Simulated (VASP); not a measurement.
# KF (R-3m) in VASP: further runs

The runs below take KF through single point, with LDA.

Program: VASP 6.6.1. These are calculated values, not measurements. Logs are shortened: lines on timing, memory, paths and dates and some standing lists are left out, and cuts for length are marked.

## (1) The cell of the first run

It takes space group R-3m (No. 166, trigonal). Conventional cell: a = 3.709 Å, b = 3.709 Å, c = 8.387 Å, α = 90.00°, β = 90.00°, γ = 120.00°. K (site symmetry -3m) has 6 F at 2.56 Å within 3.4 Å. Within 3.4 Å of F (site symmetry -3m) lie 6 K at 2.56 Å.

## (2) Single point, LDA

INCAR reads:

```
  PREC = Accurate
  ENCUT = 520
  EDIFF = 1E-6
  ISMEAR = 0
  SIGMA = 0.05
  LREAL = False
  LASPH = True
  NELM = 80
  ALGO = Normal
  ISIF = 2
  LWAVE = False
  LCHARG = False
  NBANDS = 15
```

KPOINTS reads:

```
Automatic mesh
0
Gamma
  8 8 8
```

POSCAR reads:

```
KF
1.0
   -0.1346473553      2.4883530734      2.4883530734
    2.4883530734     -0.1346473553      2.4883530734
    2.4883530734      2.4883530734     -0.1346473553
K F
1 1
Direct
    0.0000000000      0.0000000000      0.0000000000
    0.5000000000      0.5000000000      0.5000000000
```

Potentials or basis: VASP PAW LDA potentials, release 64 (K_sv, F).

Run with:

```console
$ cat potpaw_LDA.64/K_sv/POTCAR potpaw_LDA.64/F/POTCAR > POTCAR
$ mpirun -np 1 vasp_std > vasp.out
```

OUTCAR:

```text
PREC = Accurate
   ENCUT = 520
   EDIFF = 1E-6
   ISMEAR = 0
   LREAL = False
   LASPH = True
   NELM = 80
   ISIF = 2

 ion  position               nearest neighbor table
   1  0.000  0.000  0.000-   2 2.56   2 2.56   2 2.56   2 2.56   2 2.56   2 2.56
   2  0.500  0.500  0.500-   1 2.56   1 2.56   1 2.56   1 2.56   1 2.56   1 2.56

  LATTYP: Found a trigonal (rhomboedric) cell.
 ALAT       =     3.5216376796
 COS(alpha) =     0.4452371389

  Lattice vectors:

 A1 = (  -0.1346473553,   2.4883530734,   2.4883530734)
 A2 = (   2.4883530734,  -0.1346473553,   2.4883530734)
 A3 = (   2.4883530734,   2.4883530734,  -0.1346473553)

Analysis of symmetry for initial positions (statically):
=====================================================================
 Subroutine PRICEL returns:
 Original cell was already a primitive cell.

 Routine SETGRP: Setting up the symmetry group for a
 trigonal (rhombohedral) supercell.

 Subroutine GETGRP returns: Found 12 space group operations
 (whereof 12 operations were pure point group operations)
 out of a pool of 12 trial point group operations.

The static configuration has the point symmetry D_3d.

Analysis of symmetry for dynamics (positions and initial velocities):
=====================================================================
 Subroutine PRICEL returns:
 Original cell was already a primitive cell.

 Routine SETGRP: Setting up the symmetry group for a
 trigonal (rhombohedral) supercell.

 Subroutine GETGRP returns: Found 12 space group operations
 (whereof 12 operations were pure point group operations)
 out of a pool of 12 trial point group operations.

The dynamic configuration has the point symmetry D_3d.

 Subroutine INISYM returns: Found 12 space group operations
 (whereof 12 operations are pure point group operations),
 and found     1 'primitive' translations

----------------------------------------------------------------------------------------

                                     Primitive cell

  volume of cell :      33.3140

  direct lattice vectors                    reciprocal lattice vectors
    -0.134647355  2.488353073  2.488353073    -0.185320619  0.195922170  0.195922170
     2.488353073 -0.134647355  2.488353073     0.195922170 -0.185320619  0.195922170
     2.488353073  2.488353073 -0.134647355     0.195922170  0.195922170 -0.185320619

  length of vectors
     3.521637680  3.521637680  3.521637680     0.333338755  0.333338755  0.333338755

  position of ions in fractional coordinates (direct lattice)
     0.000000000  0.000000000  0.000000000
     0.500000000  0.500000000  0.500000000

  ion indices of the primitive-cell ions
   primitive index   ion index
                 1           1
                 2           2

----------------------------------------------------------------------------------------

 KPOINTS: Automatic mesh

Automatic generation of k-mesh.
 Grid dimensions read from file:
 generate k-points for:    8    8    8

 Generating k-lattice:

  Cartesian coordinates                     Fractional coordinates (reciprocal lattice)
    -0.023165077  0.024490271  0.024490271     0.125000000 -0.000000000 -0.000000000
     0.024490271 -0.023165077  0.024490271    -0.000000000  0.125000000 -0.000000000
     0.024490271  0.024490271 -0.023165077    -0.000000000 -0.000000000  0.125000000

  Length of vectors
     0.041667344  0.041667344  0.041667344

  Shift w.r.t. Gamma in fractional coordinates (k-lattice)
     0.000000000  0.000000000  0.000000000

 Subroutine IBZKPT returns following result:
 ===========================================

 Found     65 irreducible k-points:

 Following reciprocal coordinates:
            Coordinates               Weight
  0.000000  0.000000  0.000000      1.000000
  0.125000 -0.000000 -0.000000      6.000000
  0.250000 -0.000000 -0.000000      6.000000
  0.375000 -0.000000 -0.000000      6.000000
  0.500000 -0.000000 -0.000000      3.000000
  0.125000  0.125000 -0.000000      6.000000
[... 16 lines left out ...]
  0.250000  0.125000  0.125000      6.000000
  0.375000  0.125000  0.125000      6.000000
 [... further k-points ...]
   k-points           NKPTS =     65   k-points in BZ     NKDIM =     65   number of bands    NBANDS=     15
   number of dos      NEDOS =    301   number of ions     NIONS =      2
   total plane-waves  NPLWV =  21952
   dimension x,y,z NGX =    28 NGY =   28 NGZ =   28
   dimension x,y,z NGXF=    56 NGYF=   56 NGZF=   56
   ions per type =               1   1
   NGX,Y,Z   is equivalent  to a cutoff of  13.22, 13.22, 13.22 a.u.
   NGXF,Y,Z  is equivalent  to a cutoff of  26.44, 26.44, 26.44 a.u.
 SYSTEM =  unknown system
   PREC   = accura    normal or accurate (medium, high low for compatibility)
   ISTART =      0    job   : 0-new  1-cont  2-samecut
   ICHARG =      2    charge: 1-file 2-atom 10-const
   ISPIN  =      1    spin polarized calculation?
   LNONCOLLINEAR =      F non collinear calculations
   LSORBIT =      F    spin-orbit coupling
   LASPH  =      T    aspherical Exc in radial PAW
   ENCUT  =  520.0 eV  38.22 Ry    6.18 a.u.   6.55  6.55  6.55*2*pi/ulx,y,z
   NELM   =     80;   NELMIN=  2; NELMDL= -5     # of ELM steps
   EDIFF  = 0.1E-05   stopping-criterion for ELM
   LREAL  =      F    real-space projection
   EDIFFG = 0.1E-04   stopping-criterion for IOM
   NSW    =      0    number of steps for IOM
   IBRION =     -1    ionic relax: 0-MD 1-quasi-New 2-CG
   NFREE  =      0    steps in history (QN), initial steepest desc. (CG)
   ISIF   =      2    stress and relaxation
   ISYM   =      2    0-nonsym 1-usesym 2-fastsym
   POTIM  = 0.5000    time-step for ionic-motion
   TEBEG  =    0.0;   TEEND  =   0.0 temperature during run
   PSTRESS=    0.0 pullay stress
   NELECT =      16.0000    total number of electrons
   NUPDOWN=      -1.0000    fix difference up-down
   EMIN   =  10.00;   EMAX   =-10.00  energy-range for DOS
   EFERMI =   0.00;   METHOD = LEGACY
   ISMEAR =     0;   SIGMA  =   0.05  broadening in eV -4-tet -1-fermi 0-gaus
   EFERMI_NEDOS =   21; number of points for ismear=-14 and -15
   IALGO  =     38    algorithm
   IMIX   =      4    mixing-type and parameters
     AMIX     =   0.40;   BMIX     =  1.00
     AMIX_MAG =   1.60;   BMIX_MAG =  1.00
  volume/ion in A,a.u.               =      16.66       112.41
  Fermi-wavevector in a.u.,A,eV,Ry     =   1.282053  2.422728 22.363342  1.643659
  Thomas-Fermi vector in A             =   2.414387
   LORBIT       =      0    0 simple, 1 ext, 2 COOP (PROOUT), +10 PAW based schemes
   GGA     = CA    functional components
   LHFCALC =     F    Hartree Fock is set to
   AEXX    =    0.0000 exact exchange contribution
   IVDW    =     0    specifies the selected vdW correction
   LEPSILON=     F    determine dielectric tensor
   LRPA    =     F    only Hartree local field effects (RPA)
 non-spin polarized calculation
 Gauss-broadening in eV      SIGMA  =   0.05
  energy-cutoff  :      520.00
  volume of cell :       33.31
 maximum number of plane-waves:       914
 NGX is ok and might be reduce to    28

 number of electron      16.0000003 magnetization

 Free energy of the ion-electron system (eV)
  ---------------------------------------------------
  ext. energy  EPLUGINS =         0.00000000
  ---------------------------------------------------
  free energy    TOTEN  =        -9.05393582 eV

  energy without entropy =       -9.05393582  energy(sigma->0) =       -9.05393582

 E-fermi :  -2.4555     XC(G=0):  -9.7740

 val. band max:       -2.7560575198   @ k =   0.0000   0.0000   0.0000
 cond. band min:       3.7149806389   @ k =   0.0000   0.0000   0.0000
 fundamental gap:      6.4710381587
 Fermi energy:        -2.4555153535

 k-point     1 :       0.0000    0.0000    0.0000
  band No.  band energies     occupation
      1     -28.1571      2.00000
      2     -21.0906      2.00000
      3     -11.5120      2.00000
      4     -11.5120      2.00000
      5     -11.4356      2.00000
      6      -2.8164      2.00000
      7      -2.8164      2.00000
      8      -2.7561      2.00000
      9       3.7150      0.00000
     10       7.6874      0.00000
     11       7.6874      0.00000
     12       8.7268      0.00000
     13      10.0201      0.00000
     14      10.0201      0.00000
     15      14.4358      0.00000

 k-point     2 :       0.1250   -0.0000   -0.0000
  band No.  band energies     occupation
      1     -28.1306      2.00000
      2     -21.1208      2.00000
      3     -11.5547      2.00000
      4     -11.5118      2.00000
      5     -11.4539      2.00000
      6      -2.9909      2.00000
      7      -2.8950      2.00000
      8      -2.8274      2.00000
      9       4.1911      0.00000
     10       7.5515      0.00000
     11       7.9057      0.00000
     12       8.8838      0.00000
     13      10.2073      0.00000
     14      10.2189      0.00000
     15      15.2671      0.00000

 k-point     3 :       0.2500   -0.0000   -0.0000
  band No.  band energies     occupation
      1     -28.0655      2.00000
      2     -21.1955      2.00000
      3     -11.6785      2.00000
      4     -11.5108      2.00000
      5     -11.4746      2.00000
      6      -3.3707      2.00000
      7      -3.0798      2.00000
      8      -2.9793      2.00000
      9       5.3254      0.00000
     10       7.3710      0.00000
     11       8.4654      0.00000
     12       9.4306      0.00000
     13      10.7474      0.00000
     14      10.8187      0.00000
     15      16.6160      0.00000
[... 343 lines left out ...]
 k-point    23 :       0.2500    0.1250    0.1250
  band No.  band energies     occupation
      1     -28.0819      2.00000
      2     -21.1527      2.00000
      3     -11.6287      2.00000
      4     -11.5758      2.00000
      5     -11.4926      2.00000
      6      -3.2588      2.00000
      7      -3.0859      2.00000
      8      -2.8276      2.00000
      9       4.9809      0.00000
     10       7.4138      0.00000
     11       8.2498      0.00000
     12       9.0700      0.00000
     13      10.4235      0.00000
     14      10.4367      0.00000
     15      16.7465      0.00000

 k-point    24 :       0.3750    0.1250    0.1250
  band No.  band energies     occupation
      1     -28.0170      2.00000
      2     -21.2182      2.00000
      3     -11.7678      2.00000
      4     -11.6327      2.00000
      5     -11.4921      2.00000
      6      -3.5554      2.00000
      7      -3.2567      2.00000
      8      -2.8893      2.00000
      9       6.0563      0.00000
     10       7.1708      0.00000
     11       8.8421      0.00000
     12       9.7796      0.00000
     13      10.9260      0.00000
     14      11.3550      0.00000
     15      16.6989      0.00000

 [... further k-points ...]

------------------------ aborting loop because EDIFF is reached ----------------------------------------

  FORCE on cell =-STRESS in cart. coord.  units (eV):
  Direction    XX          YY          ZZ          XY          YZ          ZX
  --------------------------------------------------------------------------------------
  -------------------------------------------------------------------------------------
  Total        0.3363629      0.3363629      0.3363629      0.1096442      0.1096442      0.1096442
  in kB       16.1767751     16.1767751     16.1767751      5.2731421      5.2731421      5.2731421
  external PRESSURE =      16.1767751 kB  Pullay stress =       0.0000000 kB

 VOLUME and BASIS-vectors are now :
 -----------------------------------------------------------------------------
  energy-cutoff  :      520.00
  volume of cell :       33.31
      direct lattice vectors                 reciprocal lattice vectors
    -0.134647355  2.488353073  2.488353073    -0.185320619  0.195922170  0.195922170
     2.488353073 -0.134647355  2.488353073     0.195922170 -0.185320619  0.195922170
     2.488353073  2.488353073 -0.134647355     0.195922170  0.195922170 -0.185320619

 POSITION                                       TOTAL-FORCE (eV/Angst)
 -----------------------------------------------------------------------------------
      0.00000      0.00000      0.00000         0.000000     -0.000000     -0.000000
      2.42103      2.42103      2.42103        -0.000000      0.000000      0.000000
 -----------------------------------------------------------------------------------
    total drift:                                0.000000      0.000000      0.000000

  FREE ENERGIE OF THE ION-ELECTRON SYSTEM (eV)
  ---------------------------------------------------
  free  energy   TOTEN  =        -9.0539358242 eV

  energy  without entropy=       -9.0539358242  energy(sigma->0) =       -9.05393582
```

Run time: 13 s. Hardware: 1 thread of Intel Xeon 6975P-C (Granite Rapids), shared host; peak memory 0.16 GiB.

What came out:

```yaml
Free_energy: -9.0539 eV
Pressure: 1.6 GPa
Band_gap_on_the_k_mesh: 6.47 eV, direct
```

Stress tensor (GPa, compression positive):
```
1.62 0.53 0.53
0.53 1.62 0.53
0.53 0.53 1.62
```

Levels at points of the mesh, in eV from the valence-band top:
```
           k point  band 6  band 7  band 8  band 9  band 10  band 11
(0.00, 0.00, 0.00)   -0.06   -0.06    0.00    6.47    10.44    10.44
(0.50, 0.00, 0.00)   -1.07   -0.57   -0.43    9.20    11.12    12.06
(0.50, 0.50, 0.00)   -0.18   -0.08   -0.03    7.90    10.78    12.48
(0.50, 0.50, 0.50)   -1.08   -0.66   -0.66    9.41    11.46    12.64
```

## (3) Single point, LDA

This run uses another cell than the first one, of the same volume but with other edges.

INCAR reads:

```
PREC = Accurate ; ENCUT = 520
EDIFF = 1E-6 ; ISMEAR = 0
SIGMA = 0.05 ; LREAL = False
LASPH = True ; NELM = 60
ALGO = Normal ; ISIF = 2
LWAVE = False ; LCHARG = False
GGA = CA ; NBANDS = 15
```

KPOINTS reads:

```
regular mesh
0
Gamma
  8 8 8
```

POSCAR reads:

```
KF
1.0
    0.1103280900      2.6102092823      2.6102092823
    2.6102092823      0.1103280900      2.6102092823
    2.6102092823      2.6102092823      0.1103280900
K F
1 1
Direct
    0.0000000000      0.0000000000      0.0000000000
    0.5000000000      0.5000000000      0.5000000000
```

Potentials or basis: VASP PAW LDA potentials, release 64 (K_sv, F).

Run with:

```console
$ cat potpaw_LDA.64/K_sv/POTCAR potpaw_LDA.64/F/POTCAR > POTCAR
$ mpirun -np 1 vasp_std > vasp.out
```

Wall time 13 s (1 thread of Intel Xeon 6975P-C (Granite Rapids), shared host); peak memory 0.16 GiB.

Results (log left out):

- Free energy: -9.0556 eV
- Pressure: 1.7 GPa
- Band gap on the k mesh: 6.50 eV, direct

Stress tensor (GPa, compression positive):
```
 1.68 -0.62 -0.62
-0.62  1.68 -0.62
-0.62 -0.62  1.68
```

Levels at points of the mesh, in eV from the valence-band top:
```
           k point  band 4  band 5  band 6  band 7  band 8  band 9  band 10  band 11  band 12  band 13
(0.00, 0.00, 0.00)   -8.67   -8.67   -0.06    0.00    0.00    6.50    10.35    11.04    11.04    12.79
(0.50, 0.00, 0.00)   -8.76   -8.75   -1.05   -0.62   -0.49    9.32    11.29    12.29    12.94    15.03
(0.50, 0.50, 0.00)   -9.08   -9.00   -0.15   -0.05   -0.02    7.92    10.83    12.49    14.20    15.00
(0.50, 0.50, 0.50)   -8.70   -8.70   -1.03   -0.42   -0.42    9.13    11.03    12.46    12.46    15.13
```

A k mesh can miss the band edges.
